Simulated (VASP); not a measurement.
# BeTe in VASP: notebook, part 2 of 2

VASP 6.6.1. Earlier steps stand in the parts before.

## Step 3: Single point, PBE (epitaxial xy strain -1.0%)

INCAR

```
PREC = Accurate
ENCUT = 520
EDIFF = 1E-6
ISMEAR = -1
SIGMA = 0.02
LREAL = False
LASPH = True
NELM = 100
ALGO = Normal
ISIF = 2
LWAVE = False
LCHARG = True
GGA = PE
LELF = True
LVHAR = True
NBANDS = 11
```

KPOINTS

```
regular mesh
0
Gamma
  8 8 8
```

POSCAR

```
BeTe
1.0
    0.0000000000      2.8003373911      2.8502011504
    2.8003373911      0.0000000000      2.8502011504
    2.8003373911      2.8003373911      0.0000000000
Be Te
1 1
Direct
    0.0000000000      0.0000000000      0.0000000000
    0.2500000000      0.2500000000      0.2500000000
```

Potentials or basis: VASP PAW PBE potentials, release 64 (Be, Te).

The run is started by

```
cat potpaw_PBE.64/Be/POTCAR potpaw_PBE.64/Te/POTCAR > POTCAR
mpirun -np 1 vasp_std > vasp.out
```

OUTCAR:

```text
PREC = Accurate
   ENCUT = 520
   EDIFF = 1E-6
   ISMEAR = -1
   LREAL = False
   LASPH = True
   NELM = 100
   ISIF = 2
   GGA = PE

 ion  position               nearest neighbor table
   1  0.000  0.000  0.000-   2 2.44   2 2.44   2 2.44   2 2.44
   2  0.250  0.250  0.250-   1 2.44   1 2.44   1 2.44   1 2.44

  LATTYP: Found a body centered tetragonal cell.
 ALAT       =     3.9602751177
 C/A-ratio  =     1.4393955297

  Lattice vectors:

 A1 = (  -2.8003373911,   0.0000000000,   2.8502011504)
 A2 = (   2.8003373911,   0.0000000000,   2.8502011504)
 A3 = (   0.0000000000,   2.8003373911,  -2.8502011504)

Analysis of symmetry for initial positions (statically):
=====================================================================
 Subroutine PRICEL returns:
 Original cell was already a primitive cell.

 Routine SETGRP: Setting up the symmetry group for a
 body centered tetragonal supercell.

 Subroutine GETGRP returns: Found  8 space group operations
 (whereof  8 operations were pure point group operations)
 out of a pool of 16 trial point group operations.

The static configuration has the point symmetry D_2d.

Analysis of symmetry for dynamics (positions and initial velocities):
=====================================================================
 Subroutine PRICEL returns:
 Original cell was already a primitive cell.

 Routine SETGRP: Setting up the symmetry group for a
 body centered tetragonal supercell.

 Subroutine GETGRP returns: Found  8 space group operations
 (whereof  8 operations were pure point group operations)
 out of a pool of 16 trial point group operations.

The dynamic configuration has the point symmetry D_2d.

 Subroutine INISYM returns: Found  8 space group operations
 (whereof  8 operations are pure point group operations),
 and found     1 'primitive' translations

----------------------------------------------------------------------------------------

                                     Primitive cell

  volume of cell :      44.7019

  direct lattice vectors                    reciprocal lattice vectors
     0.000000000  2.800337391  2.850201150    -0.178549914  0.178549914  0.175426215
     2.800337391  0.000000000  2.850201150     0.178549914 -0.178549914  0.175426215
     2.800337391  2.800337391  0.000000000     0.178549914  0.178549914 -0.175426215

  length of vectors
     3.995689690  3.995689690  3.960275118     0.307464633  0.307464633  0.307464633

  position of ions in fractional coordinates (direct lattice)
     0.000000000  0.000000000  0.000000000
     0.250000000  0.250000000  0.250000000

  ion indices of the primitive-cell ions
   primitive index   ion index
                 1           1
                 2           2

----------------------------------------------------------------------------------------

 KPOINTS: regular mesh

Automatic generation of k-mesh.
 Grid dimensions read from file:
 generate k-points for:    8    8    8

 Generating k-lattice:

  Cartesian coordinates                     Fractional coordinates (reciprocal lattice)
    -0.022318739  0.022318739  0.021928277     0.125000000  0.000000000  0.000000000
     0.022318739 -0.022318739  0.021928277     0.000000000  0.125000000  0.000000000
     0.022318739  0.022318739 -0.021928277     0.000000000  0.000000000  0.125000000

  Length of vectors
     0.038433079  0.038433079  0.038433079

  Shift w.r.t. Gamma in fractional coordinates (k-lattice)
     0.000000000  0.000000000  0.000000000

 Subroutine IBZKPT returns following result:
 ===========================================

 Found     59 irreducible k-points:

 Following reciprocal coordinates:
            Coordinates               Weight
  0.000000  0.000000  0.000000      1.000000
  0.125000  0.000000  0.000000      8.000000
  0.250000  0.000000  0.000000      8.000000
  0.375000  0.000000  0.000000      8.000000
  0.500000  0.000000  0.000000      4.000000
  0.125000  0.125000  0.000000      2.000000
[... 16 lines left out ...]
  0.250000  0.000000  0.125000     16.000000
  0.375000 -0.000000  0.125000     16.000000
 [... further k-points ...]
   k-points           NKPTS =     59   k-points in BZ     NKDIM =     59   number of bands    NBANDS=     11
   number of dos      NEDOS =    301   number of ions     NIONS =      2
   total plane-waves  NPLWV =  27000
   dimension x,y,z NGX =    30 NGY =   30 NGZ =   30
   dimension x,y,z NGXF=    60 NGYF=   60 NGZF=   60
   ions per type =               1   1
   NGX,Y,Z   is equivalent  to a cutoff of  12.48, 12.48, 12.59 a.u.
   NGXF,Y,Z  is equivalent  to a cutoff of  24.96, 24.96, 25.19 a.u.
 SYSTEM =  unknown system
   PREC   = accura    normal or accurate (medium, high low for compatibility)
   ISTART =      0    job   : 0-new  1-cont  2-samecut
   ICHARG =      2    charge: 1-file 2-atom 10-const
   ISPIN  =      1    spin polarized calculation?
   LNONCOLLINEAR =      F non collinear calculations
   LSORBIT =      F    spin-orbit coupling
   LASPH  =      T    aspherical Exc in radial PAW
   ENCUT  =  520.0 eV  38.22 Ry    6.18 a.u.   7.43  7.43  7.36*2*pi/ulx,y,z
   NELM   =    100;   NELMIN=  2; NELMDL= -5     # of ELM steps
   EDIFF  = 0.1E-05   stopping-criterion for ELM
   LREAL  =      F    real-space projection
   EDIFFG = 0.1E-04   stopping-criterion for IOM
   NSW    =      0    number of steps for IOM
   IBRION =     -1    ionic relax: 0-MD 1-quasi-New 2-CG
   NFREE  =      0    steps in history (QN), initial steepest desc. (CG)
   ISIF   =      2    stress and relaxation
   ISYM   =      2    0-nonsym 1-usesym 2-fastsym
   POTIM  = 0.5000    time-step for ionic-motion
   TEBEG  =    0.0;   TEEND  =   0.0 temperature during run
   PSTRESS=    0.0 pullay stress
   NELECT =       8.0000    total number of electrons
   NUPDOWN=      -1.0000    fix difference up-down
   EMIN   =  10.00;   EMAX   =-10.00  energy-range for DOS
   EFERMI =   0.00;   METHOD = LEGACY
   ISMEAR =    -1;   SIGMA  =   0.02  broadening in eV -4-tet -1-fermi 0-gaus
   EFERMI_NEDOS =   21; number of points for ismear=-14 and -15
   IALGO  =     38    algorithm
   IMIX   =      4    mixing-type and parameters
     AMIX     =   0.40;   BMIX     =  1.00
     AMIX_MAG =   1.60;   BMIX_MAG =  1.00
  volume/ion in A,a.u.               =      22.35       150.83
  Fermi-wavevector in a.u.,A,eV,Ry     =   0.922563  1.743391 11.580227  0.851123
  Thomas-Fermi vector in A             =   2.048104
   LORBIT       =      0    0 simple, 1 ext, 2 COOP (PROOUT), +10 PAW based schemes
   GGA     = PE    functional components
   LHFCALC =     F    Hartree Fock is set to
   AEXX    =    0.0000 exact exchange contribution
   IVDW    =     0    specifies the selected vdW correction
   LEPSILON=     F    determine dielectric tensor
   LRPA    =     F    only Hartree local field effects (RPA)
 non-spin polarized calculation
  energy-cutoff  :      520.00
  volume of cell :       44.70
 maximum number of plane-waves:      1243
 NGX is ok and might be reduce to    30
   NGX = 15   NGY = 15   NGZ = 15

 number of electron       8.0000000 magnetization

 Free energy of the ion-electron system (eV)
  ---------------------------------------------------
  ext. energy  EPLUGINS =         0.00000000
  ---------------------------------------------------
  free energy    TOTEN  =        -7.61995737 eV

  energy without entropy =       -7.61995737  energy(sigma->0) =       -7.61995737

 E-fermi :   5.5716     XC(G=0):  -9.0534

 val. band max:        5.1186624889   @ k =   0.0000   0.0000   0.0000
 cond. band min:       7.0225906877   @ k =   0.5000   0.0000   0.5000
 fundamental gap:      1.9039281988
 Fermi energy:         5.5715946739

 k-point     1 :       0.0000    0.0000    0.0000
  band No.  band energies     occupation
      1      -7.2047      2.00000
      2       5.0204      2.00000
      3       5.1187      2.00000
      4       5.1187      2.00000
      5       8.6861      0.00000
      6       8.6861      0.00000
      7       8.7232      0.00000
      8       8.8984      0.00000
      9      13.4026      0.00000
     10      15.1463      0.00000
     11      15.5031      0.00000
[... 309 lines left out ...]
 k-point    24 :       0.3750   -0.0000    0.1250
  band No.  band energies     occupation
      1      -6.1866      2.00000
      2       0.7086      2.00000
      3       3.5930      2.00000
      4       3.6771      2.00000
      5       8.5569      0.00000
      6       9.7590      0.00000
      7      10.5595      0.00000
      8      11.5449      0.00000
      9      14.8328      0.00000
     10      15.3020      0.00000
     11      15.9956      0.00000

 [... further k-points ...]
[... 5 lines left out ...]
  --------------------------------------------------------------------------------------
  -------------------------------------------------------------------------------------
  Total        0.4030817      0.4030817      0.0952613      0.0000000     -0.0000000      0.0000000
  in kB       14.4469916     14.4469916      3.4142919      0.0000000     -0.0000000      0.0000000
  external PRESSURE =      10.7694251 kB  Pullay stress =       0.0000000 kB

 VOLUME and BASIS-vectors are now :
 -----------------------------------------------------------------------------
  energy-cutoff  :      520.00
  volume of cell :       44.70
      direct lattice vectors                 reciprocal lattice vectors
     0.000000000  2.800337391  2.850201150    -0.178549914  0.178549914  0.175426215
     2.800337391  0.000000000  2.850201150     0.178549914 -0.178549914  0.175426215
     2.800337391  2.800337391  0.000000000     0.178549914  0.178549914 -0.175426215

 POSITION                                       TOTAL-FORCE (eV/Angst)
 -----------------------------------------------------------------------------------
      0.00000      0.00000      0.00000        -0.000000     -0.000000     -0.000000
      1.40017      1.40017      1.42510         0.000000      0.000000      0.000000
 -----------------------------------------------------------------------------------
    total drift:                                0.000000      0.000000      0.000000

  FREE ENERGIE OF THE ION-ELECTRON SYSTEM (eV)
  ---------------------------------------------------
  free  energy   TOTEN  =        -7.6199573748 eV

  energy  without entropy=       -7.6199573748  energy(sigma->0) =       -7.61995737
```

OSZICAR:

```text
N       E                     dE             d eps       ncg     rms          rms(c)
DAV:   1     0.191203724941E+02    0.19120E+02   -0.32846E+03  1298   0.586E+02
DAV:   2    -0.671528683096E+01   -0.25836E+02   -0.24544E+02  1704   0.912E+01
DAV:   3    -0.774128068192E+01   -0.10260E+01   -0.10244E+01  1712   0.196E+01
DAV:   4    -0.775216828642E+01   -0.10888E-01   -0.10886E-01  1580   0.229E+00
DAV:   5    -0.775239459857E+01   -0.22631E-03   -0.22631E-03  1660   0.313E-01    0.412E+00
DAV:   6    -0.764968638343E+01    0.10271E+00   -0.12145E-01  1496   0.140E+00    0.247E+00
DAV:   7    -0.761897707378E+01    0.30709E-01   -0.10162E-01  1527   0.140E+00    0.480E-01
DAV:   8    -0.761964083560E+01   -0.66376E-03   -0.62110E-03  1490   0.453E-01    0.784E-02
DAV:   9    -0.761988825867E+01   -0.24742E-03   -0.32677E-04  1539   0.107E-01    0.312E-02
DAV:  10    -0.761995300177E+01   -0.64743E-04   -0.80774E-05  1461   0.465E-02    0.157E-02
DAV:  11    -0.761995492797E+01   -0.19262E-05   -0.23849E-06  1693   0.908E-03    0.113E-02
DAV:  12    -0.761995729149E+01   -0.23635E-05   -0.51609E-06  1412   0.131E-02    0.754E-03
DAV:  13    -0.761995737484E+01   -0.83345E-07   -0.35558E-08  1028   0.143E-03
   1 F= -.76199574E+01 E0= -.76199574E+01  d E =-.542310E-12
```

Wall time 45 s (1 thread of AMD EPYC 7R13, shared host); peak memory 0.16 GiB.

What came out:

| Quantity | Value |
| --- | --- |
| Free energy | -7.6200 eV |
| Pressure | 1.1 GPa |
| Band gap on the k mesh | 1.90 eV, indirect (least direct gap 3.57 eV) |

Stress tensor (GPa, compression positive):
```
1.44 0.00 0.00
0.00 1.44 0.00
0.00 0.00 0.34
```

Levels at points of the mesh, in eV from the valence-band top:
```
           k point  band 2  band 3  band 4  band 5  band 6  band 7
(0.00, 0.00, 0.00)   -0.10    0.00    0.00    3.57    3.57    3.60
(0.50, 0.00, 0.00)   -5.57   -1.24   -1.09    3.03    4.51    4.61
(0.50, 0.50, 0.00)   -5.21   -2.59   -2.59    2.02    2.73    9.65
(0.50, 0.00, 0.50)   -5.11   -2.73   -2.70    1.90    2.59    9.62
```

Caveat: the cell differs from its parent crystal (epitaxial xy strain -1.0%); spin-orbit coupling is left out, which moves the levels of the heavy elements.

## Step 4: Single point, PBE (uniaxial x strain +1.0%)

INCAR

```
SYSTEM = BeTe
PREC = Accurate ; ENCUT = 520
EDIFF = 1E-7 ; ISMEAR = -1
SIGMA = 0.02 ; LREAL = .FALSE.
LASPH = .TRUE. ; NELM = 60
ALGO = Normal ; ISIF = 2
LWAVE = .FALSE. ; LCHARG = .FALSE.
GGA = PE ; NBANDS = 11
```

KPOINTS

```
Automatic mesh
0
G
  8 8 8
  0 0 0
```

POSCAR

```
BeTe
1.0
    0.0000000000      2.8286236274      2.8286236274
    2.8569098637      0.0000000000      2.8286236274
    2.8569098637      2.8286236274      0.0000000000
Be Te
1 1
Direct
    0.0000000000      0.0000000000      0.0000000000
    0.2500000000      0.2500000000      0.2500000000
```

The run is started by

```
cat potpaw_PBE.64/Be/POTCAR potpaw_PBE.64/Te/POTCAR > POTCAR
mpirun -np 1 vasp_std > vasp.out
```

Wall time 51 s (1 thread of AMD EPYC 7R13, shared host); peak memory 0.16 GiB.

Results (log left out):

- Free energy: -7.6238 eV
- Pressure: -0.2 GPa
- Band gap on the k mesh: 1.99 eV, indirect (least direct gap 3.60 eV)

Stress tensor (GPa, compression positive):
```
-0.63  0.00  0.00
 0.00 -0.03  0.00
 0.00  0.00 -0.03
```

Levels at points of the mesh, in eV from the valence-band top:
| k point | band 2 | band 3 | band 4 | band 5 | band 6 | band 7 |
| --- | --- | --- | --- | --- | --- | --- |
| (0.00, 0.00, 0.00) | -0.05 | 0.00 | 0.00 | 3.60 | 3.60 | 3.63 |
| (0.50, 0.00, 0.00) | -5.41 | -1.15 | -1.07 | 2.99 | 4.55 | 4.61 |
| (0.50, 0.50, 0.00) | -4.99 | -2.61 | -2.59 | 1.99 | 2.65 | 9.52 |
| (0.00, 0.50, 0.50) | -5.04 | -2.53 | -2.53 | 2.06 | 2.73 | 9.53 |

Caveat: the cell differs from its parent crystal (uniaxial x strain +1.0%); spin-orbit coupling is left out, which moves the levels of the heavy elements. A k mesh can miss the band edges.

## Step 5: Single point, PBE (uniaxial z strain +5.0%)

INCAR

```
SYSTEM = BeTe
PREC = Accurate
ENCUT = 520
EDIFF = 1E-6
ISMEAR = -1
SIGMA = 0.02
LREAL = .False.
LASPH = .True.
NELM = 100
ALGO = Normal
ISIF = 2
LWAVE = .False.
LCHARG = .True.
GGA = PE
LELF = .True.
LVHAR = .True.
NBANDS = 11
```

KPOINTS

```
regular mesh
0
Gamma
  8 8 8
  0 0 0
```

POSCAR

```
BeTe
1.0
    0.0000000000      2.8286236274      2.9700548088
    2.8286236274      0.0000000000      2.9700548088
    2.8286236274      2.8286236274      0.0000000000
Be Te
1 1
Direct
    0.0000000000      0.0000000000      0.0000000000
    0.2500000000      0.2500000000      0.2500000000
```

The run is started by

```
cat potpaw_PBE.64/Be/POTCAR potpaw_PBE.64/Te/POTCAR > POTCAR
mpirun -np 1 vasp_std > vasp.out
```

Wall time 48 s (1 thread of AMD EPYC 7R13, shared host); peak memory 0.17 GiB.

Results (log left out):

| Item | Value |
| --- | --- |
| Free energy | -7.5958 eV |
| Pressure | -2.2 GPa |
| Band gap on the k mesh | 1.93 eV, indirect (least direct gap 3.27 eV) |

Stress tensor (GPa, compression positive):
```
-1.21  0.00  0.00
 0.00 -1.21  0.00
 0.00  0.00 -4.26
```

Levels at points of the mesh, in eV from the valence-band top:
```
           k point  band 2  band 3  band 4  band 5  band 6  band 7
(0.00, 0.00, 0.00)   -0.27    0.00    0.00    3.27    3.55    3.55
(0.50, 0.00, 0.00)   -5.24   -1.32   -0.92    2.75    4.46    4.66
(0.50, 0.50, 0.00)   -5.04   -2.29   -2.29    2.24    2.92    9.16
(0.50, 0.00, 0.50)   -4.80   -2.65   -2.57    1.93    2.53    9.07
```

Caveat: the cell differs from its parent crystal (uniaxial z strain +5.0%); spin-orbit coupling is left out, which moves the levels of the heavy elements. A k mesh can miss the band edges.

## Step 6: Single point, HSE06 (uniaxial z strain +5.0%)

POSCAR is that of step 5.

INCAR.step1

```
SYSTEM = BeTe
PREC = Accurate
ENCUT = 520
EDIFF = 1E-5
ISMEAR = 0
SIGMA = 0.01
LREAL = .FALSE.
LASPH = .TRUE.
NELM = 60
ALGO = Normal
ISIF = 2
LWAVE = .TRUE.
GGA = PE
NBANDS = 11
```

INCAR.step2

```
SYSTEM = BeTe
PREC = Accurate
ENCUT = 520
EDIFF = 1E-6
ISMEAR = 0
SIGMA = 0.01
LREAL = .FALSE.
LASPH = .TRUE.
NELM = 60
ALGO = Normal
ISIF = 2
LWAVE = .FALSE.
LCHARG = .TRUE.
GGA = PE
LHFCALC = .TRUE.
HFSCREEN = 0.2079
PRECFOCK = Normal
LELF = .TRUE.
LVHAR = .TRUE.
ISTART = 1
NBANDS = 11
```

KPOINTS

```
regular mesh
0
G
  6 6 6
  0 0 0
```

Potentials or basis: VASP PAW PBE potentials, release 64 (Be, Te).

The run is started by

```
cat potpaw_PBE.64/Be/POTCAR potpaw_PBE.64/Te/POTCAR > POTCAR
cp INCAR.step1 INCAR
mpirun -np 1 vasp_std > vasp.out
cp INCAR.step2 INCAR
mpirun -np 1 vasp_std > vasp.out
```

Wall time 55 min (1 thread of AMD EPYC 7R13, shared host); peak memory 0.27 GiB.

The run converged. Its results:

```
Free energy            : -8.7036 eV
Pressure               : -3.5 GPa
Band gap on the k mesh : 2.60 eV, indirect (least direct gap 4.02 eV)
```

Stress tensor (GPa, compression positive):
```
-2.41  0.00  0.00
 0.00 -2.41  0.00
 0.00  0.00 -5.67
```

Levels at points of the mesh, in eV from the valence-band top:
```tsv
k point	band 1	band 2	band 3	band 4	band 5	band 6	band 7	band 8
(0.00, 0.00, 0.00)	-13.11	-0.28	0.00	0.00	4.02	4.41	4.41	4.50
(0.50, 0.00, 0.00)	-11.76	-5.77	-1.42	-0.99	3.49	5.33	5.56	8.77
(0.50, 0.50, 0.00)	-11.39	-5.57	-2.50	-2.50	2.91	3.64	10.52	10.52
(0.50, 0.00, 0.50)	-11.20	-5.31	-2.88	-2.78	2.60	3.24	10.39	10.57
```

Caveat: the cell differs from its parent crystal (uniaxial z strain +5.0%); the PAW data sets were made with another functional, which shifts forces and pressure a little; spin-orbit coupling is left out, which moves the levels of the heavy elements.

## Step 7: Summary

```csv
level,cell,k mesh,smearing,grid for exact exchange (PRECFOCK),screening parameter,gap on the mesh (eV),pressure (GPa)
r2SCAN,"a = 4.200 Å, angles 60.0°, 2 atoms",8 × 8 × 8,gaussian 0.01 eV,-,-,2.68,-6.5
PBE,"a = 3.996, b = 3.996, c = 3.960 Å, angles 60.3, 60.3, 59.4°, 2 atoms",8 × 8 × 8,fermi-dirac 0.02 eV,-,-,1.90,1.1
PBE,"a = 4.000, b = 4.020, c = 4.020 Å, angles 59.7, 60.2, 60.2°, 2 atoms",8 × 8 × 8,fermi-dirac 0.02 eV,-,-,1.99,-0.2
PBE,"a = 4.102, b = 4.102, c = 4.000 Å, angles 60.8, 60.8, 58.4°, 2 atoms",8 × 8 × 8,fermi-dirac 0.02 eV,-,-,1.93,-2.2
HSE06,"a = 4.102, b = 4.102, c = 4.000 Å, angles 60.8, 60.8, 58.4°, 2 atoms",6 × 6 × 6,gaussian 0.01 eV,Normal,0.2079 1/Å,2.60,-3.5
```

Alike in all rows: task single point; potentials or basis VASP PAW PBE potentials, release 64 (Be, Te); no spin polarisation; cutoff (eV) 520.

Caveats: spin-orbit coupling is left out, which moves the levels of the heavy elements; the PAW data sets were made with another functional, which shifts forces and pressure a little (some runs).

Total energies depend on the potentials used, so only differences within one code and one set of settings carry meaning.
